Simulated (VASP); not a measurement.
Here is a VASP 6.6.1 calculation.

INCAR

```
PREC = Accurate
ENCUT = 520
EDIFF = 1E-7
ISMEAR = -1
SIGMA = 0.05
LREAL = False
LASPH = True
NELM = 80
ALGO = Normal
ISIF = 2
LWAVE = False
LCHARG = False
GGA = PE
NBANDS = 17
```

The input KPOINTS:

```
Automatic mesh
0
Gamma
  8 8 8
```

POSCAR

```
SnSe
1.0
    0.0000000000      3.0690345955      3.0690345955
    3.0690345955      0.0000000000      3.0690345955
    3.0690345955      3.0690345955      0.0000000000
Sn Se
1 1
Direct
    0.0000000000      0.0000000000      0.0000000000
    0.5000000000      0.5000000000      0.5000000000
```

Potentials or basis: VASP PAW PBE potentials, release 64 (Sn_d, Se).

Launch:

```sh
$ cat potpaw_PBE.64/Sn_d/POTCAR potpaw_PBE.64/Se/POTCAR > POTCAR
$ mpirun -np 1 vasp_std > vasp.out
```

Predict the band gap on the k mesh.

0.34 eV, direct.

What does it give for the pressure?

-1.8 GPa.

Caveat: spin-orbit coupling is left out, which moves the levels of the heavy elements. A k mesh can miss the band edges.
